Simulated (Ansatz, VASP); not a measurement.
Two plane-wave programs on Ti3Al5

```
Ti Al
1.0
     3.85212    0.00000    0.00000
     0.00000    3.95579    0.00000
     0.00000    0.00000    7.98897
Ti Al
3 5
Direct
  0.00000 0.50000 0.26461
  0.00000 0.50000 0.73539
  0.50000 0.50000 0.00000
  0.00000 0.00000 0.00000
  0.00000 0.00000 0.50000
  0.50000 0.50000 0.50000
  0.50000 0.00000 0.24188
  0.50000 0.00000 0.75812
```

Alike in both runs: functional LDA; k mesh 10 × 10 × 6; occupations fermi-dirac, width 0.15 eV; no spin polarisation.

Ansatz relaxed the structure, and its values are those at the end. VASP's run is a single point on that final structure, the one shown.

|  | VASP | Ansatz |
| --- | --- | --- |
| version | VASP 6.6.1 | Ansatz 0.2.0 |
| potentials or method | VASP PAW LDA potentials, release 64 (Ti_sv, Al), cutoff 520 eV | scalar-relativistic, plane waves, PAW |
| valence electrons in the cell | 51 | 51 |

|  | VASP | Ansatz | Ansatz less VASP |
| --- | --- | --- | --- |
| gap on the k mesh at the Fermi level (eV) | none | none | - |
| pressure (GPa) | 0.2 | 0.0 | -0.19 |

LDA's correlation is that of Perdew and Zunger in VASP and of Perdew and Wang (1992) in Ansatz. A gap of «none» marks a metal or a gap that the smearing closes.
